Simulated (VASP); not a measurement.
The system is Se.

```
CELL_PARAMETERS angstrom
1.92500 1.11140 0.88167
-1.92500 1.11140 0.88167
0.00000 -2.22280 0.88167
ATOMIC_POSITIONS crystal
Se 0.00000 0.00000 0.00000
```

Base run:

| Item | Value |
| --- | --- |
| Program | VASP 6.6.1 |
| Functional | revPBE |
| Potentials or basis | VASP PAW PBE potentials, release 64 (Se) |
| Cutoff | 520 eV |
| k mesh | 14 × 14 × 14 |
| Occupations | methfessel-paxton, width 0.05 eV |
| Spin | no spin polarisation |

Its results: band gap on the k mesh zero (band 3 reaches 22.76 eV, above the bottom of band 4 at 8.49 eV); pressure 162.6 GPa.

Problem. The run is repeated on the same cell with these changes: functional from revPBE to PBE. What comes out?

Solution. Band gap on the k mesh zero (band 3 reaches 22.67 eV, above the bottom of band 4 at 8.44 eV); pressure 160.6 GPa.

PBE binds more tightly than revPBE, so the same cell stands under less pressure.

Caveats: the PAW data sets were made with another functional, which shifts forces and pressure a little (some runs).
